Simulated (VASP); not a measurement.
Here is a VASP 6.6.1 calculation.

Contents of INCAR:

```
  ALGO = Normal
  EDIFF = 1E-7
  EDIFFG = -0.04
  ENCUT = 970
  GGA = PE
  GGA_COMPAT = F
  IBRION = 2
  ISIF = 3
  ISMEAR = 0
  LASPH = T
  LCHARG = F
  LREAL = F
  LWAVE = F
  NELM = 120
  NELMIN = 4
  NSW = 90
  PREC = Accurate
  SIGMA = 0.1
```

KPOINTS

```
k-points
0
Gamma
  3 3 4
```

Contents of POSCAR:

```
Na5H
1.0
    5.7652214800      0.0000000000      0.0000000000
   -2.8826107400      4.9928282600      0.0000000000
    0.0000000000      0.0000000000      5.1009950700
Na H
5 1
Direct
    0.0000000000      0.6075096100      0.0000000000
    0.6075096100      0.0000000000      0.0000000000
    0.3924903900      0.3924903900      0.0000000000
    0.6666666700      0.3333333300      0.5000000000
    0.3333333300      0.6666666700      0.5000000000
    0.0000000000      0.0000000000      0.5000000000
```

Potentials or basis: VASP PAW PBE potentials, release 64 (Na_sv, H).

Command:

```console
$ cat potpaw_PBE.64/Na_sv/POTCAR potpaw_PBE.64/H/POTCAR > POTCAR
$ mpirun -np 1 vasp_std > vasp.out
```

Q: What does it give for the relaxed volume?

A: 26.49 Å³/atom.

Q: Predict the space group after relaxing (to 0.1 Å).

A: P-62m (No. 189).

Step by step:
```tsv
step	energy change (eV)	largest force (eV/Å)	pressure (GPa)	volume (Å³)
1	0.0000	0.8171	3.78	146.83
3	-0.6714	0.4224	0.23	187.90
5	-0.7083	0.3242	-0.37	201.92
7	-0.8291	0.2759	-0.30	193.27
9	-0.5046	1.1214	1.24	157.39
11	-0.9546	0.0921	0.09	173.23
13	-0.9608	0.0043	0.01	175.72
15	-1.0181	0.0587	0.16	172.37
17	-0.8358	0.8485	3.27	136.45
19	-1.1490	0.6616	2.14	147.86
21	-1.1528	0.6674	2.10	147.86
23	-1.1657	0.6845	1.90	147.80
25	-1.1666	0.6862	1.84	147.76
27	-1.1849	0.6703	1.72	148.52
29	-1.2569	0.5992	1.17	151.99
31	-1.3937	0.3375	-0.74	166.31
33	-1.4213	0.2478	-0.64	166.81
35	-1.4514	0.0672	0.03	163.67
37	-1.4603	0.0294	-0.40	165.24
39	-1.4664	0.0523	-0.34	163.87
41	-1.4741	0.0818	-0.15	161.07
42	-1.4778	0.0277	0.10	158.96
```

Caveat: the k points lie up to 0.43 Å⁻¹ apart in the final cell, too coarse for converged energies and pressures of a metal; a cell axis changed by over 15 % at a fixed basis, so the end point is rough.
